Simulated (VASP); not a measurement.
A run of VASP 6.6.1:

Contents of INCAR:

```
PREC = Accurate ; ENCUT = 400
EDIFF = 1E-6 ; ISMEAR = -1
SIGMA = 0.05 ; LREAL = False
LASPH = True ; NELM = 120
ALGO = Normal ; ISIF = 2
LWAVE = False ; LCHARG = True
GGA = CA ; LELF = True
LVHAR = True ; NBANDS = 30
GGA_COMPAT = False
```

KPOINTS

```
Automatic mesh
0
Gamma
  1 1 1
```

The input POSCAR:

```
H
1.0
    6.8682850000      0.0000000000      0.0000000000
    0.0000000000      6.8682850000      0.0000000000
    0.0000000000      0.0000000000      6.8682850000
H
24
Direct
    0.2082761563      0.6598590478      0.3066122038
    0.2829818506      0.6704584915      0.3837930430
    1.0390366736      0.0448729195      0.5965535792
    1.0207351617     -0.0306772360      0.6746225586
    0.5746267081      0.1394962498      0.7731624416
    0.6033675073      0.0537106425      0.8523379563
    0.3587212820      0.7241836936      0.8219373541
    0.3732518380      0.7941866128      0.7267025174
    0.6226881965      0.3834290511      0.6379612960
    0.5189359498      0.4133928630      0.6346562497
    0.7683577487      0.8898145607      0.4561255102
    0.7344045857      0.8322164849      0.3680103548
    0.1996131494      0.2661654256      0.4624880884
    0.1183119221      0.2288780969      0.3969841088
    0.9285287375      0.8114689475      0.0427180876
    0.9842922942      0.8300179739     -0.0543803875
    0.4116893810      0.9827780880      0.5372083424
    0.4680935634      0.9507904812      0.4462686100
    0.4711947742      0.9585071091      0.1460481037
    0.4328009103      0.8951434019      0.0668434697
    0.0902845470      0.4375182451     -0.1656745461
    0.0680810421      0.5492346343     -0.1878780511
   -0.1337160587      0.2640688323      0.1833791114
   -0.1729543838      0.2974832873      0.0822476062
```

Potentials or basis: VASP PAW LDA potentials, release 64 (H).

Command:

```bash
$ cat potpaw_LDA.64/H/POTCAR > POTCAR
$ mpirun -np 1 vasp_gam > vasp.out
```

Hardware: 1 thread of AMD EPYC 7R43 64-Core Processor (Zen 3) (shared host).

**Question.** How long does it take, and how much memory?

**Answer.** It took 14 s on 1 thread of AMD EPYC 7R43 64-Core Processor (Zen 3) (shared host), peak memory 0.18 GiB. Counts: scf iterations 15, k points 1.
